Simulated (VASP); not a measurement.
# LiSi2C2 (Cm) in VASP: a series of runs

Runs on LiSi2C2. Level: PBE. Tasks: single point, relaxation of cell and atoms.

All numbers are computed with VASP 6.6.1; they aren't measurements. Logs are shortened: lines on timing, memory, paths and dates and some standing lists are left out, and cuts for length are marked.

### 1 The cell of the first run

The structure is monoclinic, space group Cm (No. 8). Conventional cell: a = 5.841 Å, b = 4.109 Å, c = 4.109 Å, α = 90.00°, β = 90.00°, γ = 90.00°. Within 3.0 Å of Li (site symmetry m) lie 4 C at 2.23 to 2.45 Å and 6 Si at 2.23 to 2.44 Å. Within 2.3 Å of Si (site symmetry m) lie 2 C at 1.73 Å and 2 Si at 1.81 to 2.30 Å. Si (site symmetry m) has 2 C at 1.73 Å and 2 Si at 1.81 to 2.30 Å and 1 Li at 2.23 Å within 2.3 Å. Within 2.0 Å of C (site symmetry 1) lie 1 C at 1.51 Å and 2 Si at 1.73 Å.

### 2 Single point, PBE

File INCAR:

```
  PREC = Accurate
  ENCUT = 520
  EDIFF = 1E-6
  ISMEAR = 0
  SIGMA = 0.1
  LREAL = False
  LASPH = True
  NELM = 100
  ALGO = Normal
  ISIF = 2
  LWAVE = False
  LCHARG = False
  GGA = PE
  NBANDS = 18
```

File KPOINTS:

```
Automatic mesh
0
Gamma
  6 6 4
```

File POSCAR:

```
LiSi2C2
1.0
    2.9203300000     -2.0546970600      0.0000000000
    2.9203300000      2.0546970600      0.0000000000
    0.0000000000      0.0000000000      4.1093941300
Li Si C
1 2 2
Direct
    0.8582508400      0.8582508400      0.5297740000
    0.5000000000      0.5000000000      0.2797740000
    0.5000000000      0.5000000000      0.7202260000
    0.1839420200      0.8160579800      0.0000000000
    0.8160579800      0.1839420200      0.0000000000
```

Potentials or basis: VASP PAW PBE potentials, release 64 (Li_sv, Si, C).

Command:

```
> cat potpaw_PBE.64/Li_sv/POTCAR potpaw_PBE.64/Si/POTCAR potpaw_PBE.64/C/POTCAR > POTCAR
> mpirun -np 1 vasp_std > vasp.out
```

OUTCAR:

```text
PREC = Accurate
   ENCUT = 520
   EDIFF = 1E-6
   ISMEAR = 0
   LREAL = False
   LASPH = True
   NELM = 100
   ISIF = 2
   GGA = PE

 ion  position               nearest neighbor table
   1  0.858  0.858  0.530-   4 2.23   5 2.23   3 2.23   2 2.33   3 2.35   3 2.35   2 2.44   2 2.44

   2  0.500  0.500  0.280-   4 1.73   5 1.73   3 1.81   3 2.30   1 2.33   1 2.44   1 2.44
   3  0.500  0.500  0.720-   4 1.73   5 1.73   2 1.81   1 2.23   2 2.30   1 2.35   1 2.35
   4  0.184  0.816  0.000-   5 1.51   3 1.73   2 1.73   1 2.23
   5  0.816  0.184  0.000-   4 1.51   3 1.73   2 1.73   1 2.23

  LATTYP: Found a base centered orthorhombic cell.
 ALAT       =     4.1093941200
 B/A-ratio  =     1.4212946798
 C/A-ratio  =     1.0000000024

  Lattice vectors:

 A1 = (  -2.9203300000,  -2.0546970600,   0.0000000000)
 A2 = (   2.9203300000,  -2.0546970600,   0.0000000000)
 A3 = (   0.0000000000,   0.0000000000,   4.1093941300)

Analysis of symmetry for initial positions (statically):
=====================================================================
 Subroutine PRICEL returns:
 Original cell was already a primitive cell.

 Routine SETGRP: Setting up the symmetry group for a
 base centered orthorhombic supercell.

 Subroutine GETGRP returns: Found  2 space group operations
 (whereof  2 operations were pure point group operations)
 out of a pool of  8 trial point group operations.

The static configuration has the point symmetry C_1h.

Analysis of symmetry for dynamics (positions and initial velocities):
=====================================================================
 Subroutine PRICEL returns:
 Original cell was already a primitive cell.

 Routine SETGRP: Setting up the symmetry group for a
 base centered orthorhombic supercell.

 Subroutine GETGRP returns: Found  2 space group operations
 (whereof  2 operations were pure point group operations)
 out of a pool of  8 trial point group operations.

The dynamic configuration has the point symmetry C_1h.

 Subroutine INISYM returns: Found  2 space group operations
 (whereof  2 operations are pure point group operations),
 and found     1 'primitive' translations

----------------------------------------------------------------------------------------

                                     Primitive cell

  volume of cell :      49.3160

  direct lattice vectors                    reciprocal lattice vectors
     2.920330000 -2.054697060  0.000000000     0.171213527 -0.243344875  0.000000000
     2.920330000  2.054697060  0.000000000     0.171213527  0.243344875  0.000000000
     0.000000000  0.000000000  4.109394130     0.000000000  0.000000000  0.243344875

  length of vectors
     3.570729242  3.570729242  4.109394130     0.297541258  0.297541258  0.243344875

  position of ions in fractional coordinates (direct lattice)
     0.858250840  0.858250840  0.529774000
     0.500000000  0.500000000  0.279774000
     0.500000000  0.500000000  0.720226000
     0.183942020  0.816057980  0.000000000
     0.816057980  0.183942020  0.000000000

  ion indices of the primitive-cell ions
   primitive index   ion index
                 1           1
                 2           2
                 3           3
                 4           4
                 5           5

----------------------------------------------------------------------------------------

 KPOINTS: Automatic mesh

Automatic generation of k-mesh.
 Grid dimensions read from file:
 generate k-points for:    6    6    4

 Generating k-lattice:

  Cartesian coordinates                     Fractional coordinates (reciprocal lattice)
     0.028535588 -0.040557479  0.000000000     0.166666667 -0.000000000  0.000000000
     0.028535588  0.040557479  0.000000000    -0.000000000  0.166666667  0.000000000
     0.000000000  0.000000000  0.060836219     0.000000000  0.000000000  0.250000000

  Length of vectors
     0.049590210  0.049590210  0.060836219

  Shift w.r.t. Gamma in fractional coordinates (k-lattice)
     0.000000000  0.000000000  0.000000000

 Subroutine IBZKPT returns following result:
 ===========================================

 Found     47 irreducible k-points:

 Following reciprocal coordinates:
            Coordinates               Weight
  0.000000  0.000000  0.000000      1.000000
  0.166667  0.000000  0.000000      4.000000
  0.333333 -0.000000  0.000000      4.000000
  0.500000  0.000000  0.000000      2.000000
  0.166667  0.166667  0.000000      2.000000
  0.333333  0.166667  0.000000      4.000000
[... 16 lines left out ...]
 -0.333333 -0.166667  0.250000      4.000000
  0.500000  0.166667  0.250000      4.000000
 [... further k-points ...]
   k-points           NKPTS =     47   k-points in BZ     NKDIM =     47   number of bands    NBANDS=     18
   number of dos      NEDOS =    301   number of ions     NIONS =      5
   total plane-waves  NPLWV =  25088
   dimension x,y,z NGX =    28 NGY =   28 NGZ =   32
   dimension x,y,z NGXF=    56 NGYF=   56 NGZF=   64
   ions per type =               1   2   2
   NGX,Y,Z   is equivalent  to a cutoff of  13.04, 13.04, 12.95 a.u.
   NGXF,Y,Z  is equivalent  to a cutoff of  26.07, 26.07, 25.89 a.u.
 SYSTEM =  unknown system
   PREC   = accura    normal or accurate (medium, high low for compatibility)
   ISTART =      0    job   : 0-new  1-cont  2-samecut
   ICHARG =      2    charge: 1-file 2-atom 10-const
   ISPIN  =      1    spin polarized calculation?
   LNONCOLLINEAR =      F non collinear calculations
   LSORBIT =      F    spin-orbit coupling
   LASPH  =      T    aspherical Exc in radial PAW
   ENCUT  =  520.0 eV  38.22 Ry    6.18 a.u.   6.64  6.64  7.64*2*pi/ulx,y,z
   NELM   =    100;   NELMIN=  2; NELMDL= -5     # of ELM steps
   EDIFF  = 0.1E-05   stopping-criterion for ELM
   LREAL  =      F    real-space projection
   EDIFFG = 0.1E-04   stopping-criterion for IOM
   NSW    =      0    number of steps for IOM
   IBRION =     -1    ionic relax: 0-MD 1-quasi-New 2-CG
   NFREE  =      0    steps in history (QN), initial steepest desc. (CG)
   ISIF   =      2    stress and relaxation
   ISYM   =      2    0-nonsym 1-usesym 2-fastsym
   POTIM  = 0.5000    time-step for ionic-motion
   TEBEG  =    0.0;   TEEND  =   0.0 temperature during run
   PSTRESS=    0.0 pullay stress
   NELECT =      19.0000    total number of electrons
   NUPDOWN=      -1.0000    fix difference up-down
   EMIN   =  10.00;   EMAX   =-10.00  energy-range for DOS
   EFERMI =   0.00;   METHOD = LEGACY
   ISMEAR =     0;   SIGMA  =   0.10  broadening in eV -4-tet -1-fermi 0-gaus
   EFERMI_NEDOS =   21; number of points for ismear=-14 and -15
   IALGO  =     38    algorithm
   IMIX   =      4    mixing-type and parameters
     AMIX     =   0.40;   BMIX     =  1.00
     AMIX_MAG =   1.60;   BMIX_MAG =  1.00
  volume/ion in A,a.u.               =       9.86        66.56
  Fermi-wavevector in a.u.,A,eV,Ry     =   1.191233  2.251105 19.307170  1.419037
  Thomas-Fermi vector in A             =   2.327300
   LORBIT       =      0    0 simple, 1 ext, 2 COOP (PROOUT), +10 PAW based schemes
   GGA     = PE    functional components
   LHFCALC =     F    Hartree Fock is set to
   AEXX    =    0.0000 exact exchange contribution
   IVDW    =     0    specifies the selected vdW correction
   LEPSILON=     F    determine dielectric tensor
   LRPA    =     F    only Hartree local field effects (RPA)
 non-spin polarized calculation
 Gauss-broadening in eV      SIGMA  =   0.10
  energy-cutoff  :      520.00
  volume of cell :       49.32
 maximum number of plane-waves:      1350
 NGX is ok and might be reduce to    28
   NGX = 13   NGY = 13   NGZ = 15

 number of electron      18.9999996 magnetization

 Free energy of the ion-electron system (eV)
  ---------------------------------------------------
  ext. energy  EPLUGINS =         0.00000000
  ---------------------------------------------------
  free energy    TOTEN  =       -24.58513818 eV

  energy without entropy =      -24.57946238  energy(sigma->0) =      -24.58230028

 E-fermi :   8.2974     XC(G=0): -11.0024

 val. band max:        8.2200932327   @ k =   0.5000   0.3333   0.0000
 cond. band min:       8.3146959333   @ k =   0.0000   0.0000   0.0000
 fundamental gap:      0.0946027006
 Fermi energy:         8.2974195790

 k-point     1 :       0.0000    0.0000    0.0000
  band No.  band energies     occupation
      1     -37.9380      2.00000
      2      -8.5835      2.00000
      3      -1.4915      2.00000
      4      -1.0920      2.00000
      5       0.3881      2.00000
      6       0.4966      2.00000
[... 10 lines left out ...]
     17      15.4864      0.00000
     18      18.5197      0.00000

 k-point     2 :       0.1667    0.0000    0.0000
  band No.  band energies     occupation
      1     -37.9374      2.00000
      2      -8.3338      2.00000
      3      -3.0714      2.00000
      4      -0.0376      2.00000
      5       0.7614      2.00000
      6       1.0141      2.00000
[... 10 lines left out ...]
     17      16.8741      0.00000
     18      18.1261      0.00000

 k-point     3 :       0.3333   -0.0000    0.0000
  band No.  band energies     occupation
      1     -37.9364      2.00000
      2      -7.6092      2.00000
      3      -4.7869      2.00000
      4       0.3572      2.00000
      5       1.5493      2.00000
      6       2.4070      2.00000
[... 10 lines left out ...]
     17      18.0249      0.00000
     18      18.6888      0.00000

 k-point     4 :       0.5000    0.0000    0.0000
  band No.  band energies     occupation
      1     -37.9359      2.00000
      2      -6.7405      2.00000
      3      -6.0017      2.00000
      4       0.5137      2.00000
      5       2.4704      2.00000
      6       3.0115      2.00000
[... 375 lines left out ...]
      4      -1.6583      2.00000
      5       0.6020      2.00000
      6       2.8270      2.00000
[... 10 lines left out ...]
     17      18.1539      0.00000
     18      18.6255      0.00000

 k-point    23 :      -0.3333   -0.1667    0.2500
  band No.  band energies     occupation
      1     -37.9360      2.00000
      2      -7.6707      2.00000
      3      -3.3835      2.00000
      4      -1.6703      2.00000
      5       0.6015      2.00000
      6       2.8323      2.00000
[... 10 lines left out ...]
     17      18.0362      0.00000
     18      18.7435      0.00000

 k-point    24 :       0.5000    0.1667    0.2500
  band No.  band energies     occupation
      1     -37.9353      2.00000
      2      -6.8430      2.00000
      3      -5.1282      2.00000
      4      -1.2077      2.00000
      5       1.7998      2.00000
      6       2.4138      2.00000
[... 10 lines left out ...]
     17      19.2781      0.00000
     18      19.9475      0.00000

 [... further k-points ...]
[... 5 lines left out ...]
  --------------------------------------------------------------------------------------
  -------------------------------------------------------------------------------------
  Total        8.7477254      7.3926593     36.1897163      0.0000000      0.0000000     -0.0967251
  in kB      284.1961585    240.1727614   1175.7317326      0.0000000      0.0000000     -3.1424055
  external PRESSURE =     566.7002175 kB  Pullay stress =       0.0000000 kB

 VOLUME and BASIS-vectors are now :
 -----------------------------------------------------------------------------
  energy-cutoff  :      520.00
  volume of cell :       49.32
      direct lattice vectors                 reciprocal lattice vectors
     2.920330000 -2.054697060  0.000000000     0.171213527 -0.243344875  0.000000000
     2.920330000  2.054697060  0.000000000     0.171213527  0.243344875  0.000000000
     0.000000000  0.000000000  4.109394130     0.000000000  0.000000000  0.243344875

 POSITION                                       TOTAL-FORCE (eV/Angst)
 -----------------------------------------------------------------------------------
      5.01275      0.00000      2.17705         1.385014      0.000000     -0.180663
      2.92033      0.00000      1.14970        -0.481614      0.000000     -8.033918
      2.92033      0.00000      2.95969        -0.794862      0.000000      8.217098
      2.92033      1.29881      0.00000        -0.054269      6.189546     -0.001258
      2.92033     -1.29881      0.00000        -0.054269     -6.189546     -0.001258
 -----------------------------------------------------------------------------------
    total drift:                               -0.000261     -0.000000      0.000292

  FREE ENERGIE OF THE ION-ELECTRON SYSTEM (eV)
  ---------------------------------------------------
  free  energy   TOTEN  =       -24.5851381782 eV

  energy  without entropy=      -24.5794623760  energy(sigma->0) =      -24.58230028
```

It took 14 s on 1 thread of Intel Xeon Platinum 8559C (Emerald Rapids), shared host; peak memory 0.17 GiB.

What came out:

| Item | Value |
| --- | --- |
| Free energy | -24.5851 eV |
| Largest force | 8.255 eV/Å |

Forces on the atoms (eV/Å):
```
Li   1.385  0.000 -0.181
Si  -0.482  0.000 -8.034
Si  -0.795  0.000  8.217
C   -0.054  6.190 -0.001
C   -0.054 -6.190 -0.001
```

Caveat: the k points lie up to 0.38 Å⁻¹ apart; the cutoff is under 1.25 times the usual one of these potentials, so pressure, stress and relaxed cells hold a basis-set (Pulay) error; forces of over 1 eV/Å act on the atoms, so gaps and moduli don't describe the material at rest.

[end of part 1 of 2]
